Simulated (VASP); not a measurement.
# MgCdNi3 (Pm-3m) in VASP: single point with PBEsol

Aim: the single point of MgCdNi3 with PBEsol.

Everything below comes from runs of VASP 6.6.1. Logs are shortened: lines on timing, memory, paths and dates and some standing lists are left out, and cuts for length are marked.

### Step 1. The cell of the first run

The structure is cubic, space group Pm-3m (No. 221). The conventional cell has a = 4.004 Å, b = 4.004 Å, c = 4.004 Å, α = 90.00°, β = 90.00°, γ = 90.00°. Within 3.7 Å of Cd (site symmetry m-3m) lie 12 Ni at 2.83 Å and 8 Mg at 3.47 Å. Ni (site symmetry 4/mmm) has 2 Mg at 2.00 Å within 2.7 Å. Within 2.7 Å of Mg (site symmetry m-3m) lie 6 Ni at 2.00 Å.

### Step 2. Single point, PBEsol

POSCAR reads:

```
MgCdNi3
1.0
    4.0040070000      0.0000000000      0.0000000000
    0.0000000000      4.0040070000      0.0000000000
    0.0000000000      0.0000000000      4.0040070000
Cd Ni Mg
1 3 1
Direct
    0.0000000000      0.0000000000      0.0000000000
    0.0000000000      0.5000000000      0.5000000000
    0.5000000000      0.0000000000      0.5000000000
    0.5000000000      0.5000000000      0.0000000000
    0.5000000000      0.5000000000      0.5000000000
```

INCAR.step1 reads:

```
  PREC = Accurate
  ENCUT = 520
  EDIFF = 1E-6
  ISMEAR = -1
  SIGMA = 0.1
  LREAL = F
  LASPH = T
  NELM = 120
  ALGO = Normal
  ISIF = 2
  LWAVE = F
  LCHARG = T
  LMAXMIX = 4
  GGA = PS
  NBANDS = 30
  GGA_COMPAT = F
  NEDOS = 2001
  LORBIT = 11
```

KPOINTS.step1 reads:

```
regular mesh
0
Gamma
  8 8 8
```

INCAR.step2 reads:

```
  PREC = Accurate
  ENCUT = 520
  EDIFF = 1E-6
  ISMEAR = -5
  SIGMA = 0.1
  LREAL = F
  LASPH = T
  NELM = 120
  ALGO = Normal
  ISIF = 2
  LWAVE = F
  LCHARG = F
  LMAXMIX = 4
  GGA = PS
  LORBIT = 10
  NBANDS = 30
  NEDOS = 1001
  ICHARG = 11
  GGA_COMPAT = F
```

KPOINTS.step2 reads:

```
regular mesh
0
Gamma
  12 12 12
```

Potentials or basis: VASP PAW PBE potentials, release 64 (Cd, Ni, Mg).

Run with:

```console
$ cat potpaw_PBE.64/Cd/POTCAR potpaw_PBE.64/Ni/POTCAR potpaw_PBE.64/Mg/POTCAR > POTCAR
$ cp INCAR.step1 INCAR
$ cp KPOINTS.step1 KPOINTS
$ mpirun -np 1 vasp_std > vasp.out
$ cp INCAR.step2 INCAR
$ cp KPOINTS.step2 KPOINTS
$ mpirun -np 1 vasp_std > vasp.out
```

OUTCAR:

```text
PREC = Accurate
   ENCUT = 520
   EDIFF = 1E-6
   ISMEAR = -5
   LREAL = F
   LASPH = T
   NELM = 120
   ISIF = 2
   GGA = PS
   LORBIT = 10
   ICHARG = 11

 ion  position               nearest neighbor table
   1  0.000  0.000  0.000-   2 2.83   3 2.83   4 2.83   2 2.83   3 2.83   2 2.83   4 2.83   2 2.83
                             3 2.83   4 2.83   3 2.83   4 2.83   5 3.47   5 3.47   5 3.47   5 3.47
   2  0.000  0.500  0.500-   5 2.00   5 2.00   4 2.83   1 2.83   1 2.83   4 2.83   1 2.83   3 2.83
                             1 2.83   3 2.83   4 2.83   3 2.83   4 2.83   3 2.83
   3  0.500  0.000  0.500-   5 2.00   5 2.00   4 2.83   1 2.83   1 2.83   4 2.83   2 2.83   4 2.83
                             2 2.83   4 2.83   1 2.83   2 2.83   1 2.83   2 2.83
   4  0.500  0.500  0.000-   5 2.00   5 2.00   3 2.83   1 2.83   2 2.83   3 2.83   2 2.83   1 2.83
                             3 2.83   3 2.83   1 2.83   2 2.83   2 2.83   1 2.83
   5  0.500  0.500  0.500-   2 2.00   3 2.00   4 2.00   4 2.00   3 2.00   2 2.00   1 3.47   1 3.47
                             1 3.47   1 3.47   1 3.47   1 3.47   1 3.47   1 3.47

  LATTYP: Found a simple cubic cell.
 ALAT       =     4.0040070000

  Lattice vectors:

 A1 = (   4.0040070000,   0.0000000000,   0.0000000000)
 A2 = (   0.0000000000,   4.0040070000,   0.0000000000)
 A3 = (   0.0000000000,   0.0000000000,   4.0040070000)

Analysis of symmetry for initial positions (statically):
=====================================================================
 Subroutine PRICEL returns:
 Original cell was already a primitive cell.

 Routine SETGRP: Setting up the symmetry group for a
 simple cubic supercell.

 Subroutine GETGRP returns: Found 48 space group operations
 (whereof 48 operations were pure point group operations)
 out of a pool of 48 trial point group operations.

The static configuration has the point symmetry O_h .

Analysis of symmetry for dynamics (positions and initial velocities):
=====================================================================
 Subroutine PRICEL returns:
 Original cell was already a primitive cell.

 Routine SETGRP: Setting up the symmetry group for a
 simple cubic supercell.

 Subroutine GETGRP returns: Found 48 space group operations
 (whereof 48 operations were pure point group operations)
 out of a pool of 48 trial point group operations.

The dynamic configuration has the point symmetry O_h .

 Subroutine INISYM returns: Found 48 space group operations
 (whereof 48 operations are pure point group operations),
 and found     1 'primitive' translations

----------------------------------------------------------------------------------------

                                     Primitive cell

  volume of cell :      64.1925

  direct lattice vectors                    reciprocal lattice vectors
     4.004007000  0.000000000  0.000000000     0.249749813  0.000000000  0.000000000
     0.000000000  4.004007000  0.000000000     0.000000000  0.249749813  0.000000000
     0.000000000  0.000000000  4.004007000     0.000000000  0.000000000  0.249749813

  length of vectors
     4.004007000  4.004007000  4.004007000     0.249749813  0.249749813  0.249749813

  position of ions in fractional coordinates (direct lattice)
     0.000000000  0.000000000  0.000000000
     0.000000000  0.500000000  0.500000000
     0.500000000  0.000000000  0.500000000
     0.500000000  0.500000000  0.000000000
     0.500000000  0.500000000  0.500000000

  ion indices of the primitive-cell ions
   primitive index   ion index
                 1           1
                 2           2
                 3           3
                 4           4
                 5           5

----------------------------------------------------------------------------------------

 KPOINTS: regular mesh

Automatic generation of k-mesh.
 Grid dimensions read from file:
 generate k-points for:   12   12   12

 Generating k-lattice:

  Cartesian coordinates                     Fractional coordinates (reciprocal lattice)
     0.020812484  0.000000000  0.000000000     0.083333333  0.000000000  0.000000000
     0.000000000  0.020812484  0.000000000     0.000000000  0.083333333  0.000000000
     0.000000000  0.000000000  0.020812484     0.000000000  0.000000000  0.083333333

  Length of vectors
     0.020812484  0.020812484  0.020812484

  Shift w.r.t. Gamma in fractional coordinates (k-lattice)
     0.000000000  0.000000000  0.000000000

 TETIRR: Found    854 inequivalent tetrahedra from    10368

 Subroutine IBZKPT returns following result:
 ===========================================

 Found     84 irreducible k-points:

 Following reciprocal coordinates:
            Coordinates               Weight
  0.000000  0.000000  0.000000      1.000000
  0.083333  0.000000  0.000000      6.000000
  0.166667  0.000000  0.000000      6.000000
  0.250000  0.000000  0.000000      6.000000
  0.333333  0.000000  0.000000      6.000000
  0.416667  0.000000  0.000000      6.000000
[... 16 lines left out ...]
  0.333333  0.333333  0.000000     12.000000
  0.416667  0.333333  0.000000     24.000000
 [... further k-points ...]
   k-points           NKPTS =     84   k-points in BZ     NKDIM =     84   number of bands    NBANDS=     30
   number of dos      NEDOS =   1001   number of ions     NIONS =      5
   total plane-waves  NPLWV =  27000
   dimension x,y,z NGX =    30 NGY =   30 NGZ =   30
   dimension x,y,z NGXF=    60 NGYF=   60 NGZF=   60
   ions per type =               1   3   1
   NGX,Y,Z   is equivalent  to a cutoff of  12.46, 12.46, 12.46 a.u.
   NGXF,Y,Z  is equivalent  to a cutoff of  24.91, 24.91, 24.91 a.u.
 SYSTEM =  unknown system
   PREC   = accura    normal or accurate (medium, high low for compatibility)
   ISTART =      0    job   : 0-new  1-cont  2-samecut
   ICHARG =     11    charge: 1-file 2-atom 10-const
   ISPIN  =      1    spin polarized calculation?
   LNONCOLLINEAR =      F non collinear calculations
   LSORBIT =      F    spin-orbit coupling
   LASPH  =      T    aspherical Exc in radial PAW
   ENCUT  =  520.0 eV  38.22 Ry    6.18 a.u.   7.44  7.44  7.44*2*pi/ulx,y,z
   NELM   =    120;   NELMIN=  2; NELMDL=  0     # of ELM steps
   EDIFF  = 0.1E-05   stopping-criterion for ELM
   LREAL  =      F    real-space projection
   EDIFFG = 0.1E-04   stopping-criterion for IOM
   NSW    =      0    number of steps for IOM
   IBRION =     -1    ionic relax: 0-MD 1-quasi-New 2-CG
   NFREE  =      0    steps in history (QN), initial steepest desc. (CG)
   ISIF   =      2    stress and relaxation
   ISYM   =      2    0-nonsym 1-usesym 2-fastsym
   POTIM  = 0.5000    time-step for ionic-motion
   TEBEG  =    0.0;   TEEND  =   0.0 temperature during run
   PSTRESS=    0.0 pullay stress
   NELECT =      44.0000    total number of electrons
   NUPDOWN=      -1.0000    fix difference up-down
   EMIN   =  10.00;   EMAX   =-10.00  energy-range for DOS
   EFERMI =   0.00;   METHOD = LEGACY
   ISMEAR =    -5;   SIGMA  =   0.10  broadening in eV -4-tet -1-fermi 0-gaus
   EFERMI_NEDOS =   21; number of points for ismear=-14 and -15
   IALGO  =     38    algorithm
   IMIX   =      4    mixing-type and parameters
     AMIX     =   0.40;   BMIX     =  1.00
     AMIX_MAG =   1.60;   BMIX_MAG =  1.00
  volume/ion in A,a.u.               =      12.84        86.64
  Fermi-wavevector in a.u.,A,eV,Ry     =   1.443436  2.727699 28.347844  2.083508
  Thomas-Fermi vector in A             =   2.561844
   LORBIT       =     10    0 simple, 1 ext, 2 COOP (PROOUT), +10 PAW based schemes
   GGA     = PS    functional components
   LHFCALC =     F    Hartree Fock is set to
   AEXX    =    0.0000 exact exchange contribution
   IVDW    =     0    specifies the selected vdW correction
   LEPSILON=     F    determine dielectric tensor
   LRPA    =     F    only Hartree local field effects (RPA)
 non-spin polarized calculation
 Fermi weights with tetrahedron method with Bloechl corrections
  energy-cutoff  :      520.00
  volume of cell :       64.19
 maximum number of plane-waves:      1759
 NGX is ok and might be reduce to    30

 number of electron      43.9999912 magnetization

 Free energy of the ion-electron system (eV)
  ---------------------------------------------------
  ext. energy  EPLUGINS =         0.00000000
  ---------------------------------------------------
  free energy    TOTEN  =       -15.28220057 eV

  energy without entropy =      -15.28220057  energy(sigma->0) =      -15.28220057

 E-fermi :   6.2923     XC(G=0): -12.3629

 val. band max:        6.3582210720   @ k =   0.2500   0.2500   0.1667
 cond. band min:       6.2389506494   @ k =   0.4167   0.4167   0.4167
 fundamental gap:     -0.1192704227
 Fermi energy:         6.2923177960

 k-point     1 :       0.0000    0.0000    0.0000
  band No.  band energies     occupation
      1      -2.3123      2.00000
      2      -1.9376      2.00000
      3      -1.9376      2.00000
      4      -1.7420      2.00000
      5      -1.7420      2.00000
      6      -1.7420      2.00000
[... 22 lines left out ...]
     29      15.7301      0.00000
     30      15.7301      0.00000

 k-point     2 :       0.0833    0.0000    0.0000
  band No.  band energies     occupation
      1      -2.2425      2.00000
      2      -1.9322      2.00000
      3      -1.9220      2.00000
      4      -1.7429      2.00000
      5      -1.7429      2.00000
      6      -1.7396      2.00000
[... 22 lines left out ...]
     29      15.4920      0.00000
     30      15.5715      0.00000

 k-point     3 :       0.1667    0.0000    0.0000
  band No.  band energies     occupation
      1      -2.0485      2.00000
      2      -1.9174      2.00000
      3      -1.8641      2.00000
      4      -1.7454      2.00000
      5      -1.7454      2.00000
      6      -1.7329      2.00000
[... 22 lines left out ...]
     29      14.6748      0.00000
     30      15.2313      0.00000

 k-point     4 :       0.2500    0.0000    0.0000
  band No.  band energies     occupation
      1      -1.8971      2.00000
      2      -1.8890      2.00000
      3      -1.7488      2.00000
      4      -1.7488      2.00000
      5      -1.7238      2.00000
      6      -1.6172      2.00000
[... 22 lines left out ...]
     29      13.8483      0.00000
     30      14.5635      0.00000

 k-point     5 :       0.3333    0.0000    0.0000
  band No.  band energies     occupation
      1      -1.8767      2.00000
      2      -1.8258      2.00000
      3      -1.7522      2.00000
      4      -1.7522      2.00000
      5      -1.7146      2.00000
      6      -1.1396      2.00000
[... 22 lines left out ...]
     29      13.6843      0.00000
     30      13.9027      0.00000
[... 526 lines left out ...]
     29      15.5387      0.00000
     30      15.5828      0.00000

 k-point    22 :       0.5000    0.2500    0.0000
  band No.  band energies     occupation
      1      -1.9130      2.00000
      2      -1.8024      2.00000
      3      -1.7488      2.00000
      4      -1.7238      2.00000
      5      -1.6358      2.00000
      6       0.6965      2.00000
[... 22 lines left out ...]
     29      15.8613      0.00000
     30      15.9782      0.00000

 k-point    23 :       0.3333    0.3333    0.0000
  band No.  band energies     occupation
      1      -1.9366      2.00000
      2      -1.8021      2.00000
      3      -1.7417      2.00000
      4      -1.7338      2.00000
      5      -1.6220      2.00000
      6      -0.0554      2.00000
[... 22 lines left out ...]
     29      14.2343      0.00000
     30      14.6629      0.00000

 k-point    24 :       0.4167    0.3333    0.0000
  band No.  band energies     occupation
      1      -1.9655      2.00000
      2      -1.7880      2.00000
      3      -1.7439      2.00000
      4      -1.7337      2.00000
      5      -1.5792      2.00000
      6       0.5123      2.00000
[... 22 lines left out ...]
     29      14.5143      0.00000
     30      15.0852      0.00000

 [... further k-points ...]
[... 5 lines left out ...]
  --------------------------------------------------------------------------------------
  -------------------------------------------------------------------------------------
  Total       10.5889287     10.5889287     10.5889287     -0.0000000      0.0000000      0.0000000
  in kB      264.2884136    264.2884136    264.2884136     -0.0000000      0.0000000      0.0000000
  external PRESSURE =     264.2884136 kB  Pullay stress =       0.0000000 kB

 VOLUME and BASIS-vectors are now :
 -----------------------------------------------------------------------------
  energy-cutoff  :      520.00
  volume of cell :       64.19
      direct lattice vectors                 reciprocal lattice vectors
     4.004007000  0.000000000  0.000000000     0.249749813  0.000000000  0.000000000
     0.000000000  4.004007000  0.000000000     0.000000000  0.249749813  0.000000000
     0.000000000  0.000000000  4.004007000     0.000000000  0.000000000  0.249749813

 POSITION                                       TOTAL-FORCE (eV/Angst)
 -----------------------------------------------------------------------------------
      0.00000      0.00000      0.00000         0.000000      0.000000      0.000000
      0.00000      2.00200      2.00200         0.000000      0.000000      0.000000
      2.00200      0.00000      2.00200         0.000000      0.000000      0.000000
      2.00200      2.00200      0.00000         0.000000      0.000000      0.000000
      2.00200      2.00200      2.00200         0.000000      0.000000      0.000000
 -----------------------------------------------------------------------------------
    total drift:                               -0.000000      0.000000     -0.000000

  FREE ENERGIE OF THE ION-ELECTRON SYSTEM (eV)
  ---------------------------------------------------
  free  energy   TOTEN  =       -15.2822005706 eV

  energy  without entropy=      -15.2822005706  energy(sigma->0) =      -15.28220057

 total charge

# of ion       s       p       d       tot
------------------------------------------
    1        0.479   0.356   9.488  10.323
    2        0.447   0.375   8.576   9.398
    3        0.447   0.375   8.576   9.398
    4        0.447   0.375   8.576   9.398
    5        0.409   0.374   0.173   0.956
--------------------------------------------------
tot          2.228   1.857  35.389  39.474
```

Run time: 2.5 min. Hardware: 1 thread of Intel Xeon 8259CL, shared host; peak memory 0.28 GiB.

Results:

```
Valence electrons inside the program's atomic spheres : Cd 10.32; Ni 9.40; Mg 0.96
```

Levels at points of the mesh, in eV from the Fermi level:
```csv
k point,band 20,band 21,band 22,band 23,band 24,band 25
"(0.00, 0.00, 0.00)",-0.51,-0.19,0.24,0.24,0.24,4.77
"(0.50, 0.00, 0.00)",-0.86,-0.69,-0.51,3.89,3.89,4.76
"(0.50, 0.50, 0.00)",-0.90,-0.67,-0.07,0.13,0.13,6.40
"(0.50, 0.50, 0.50)",-0.60,-0.60,-0.41,-0.41,-0.41,2.29
```

Caveat: the PAW data sets were made with another functional, which shifts forces and pressure a little.
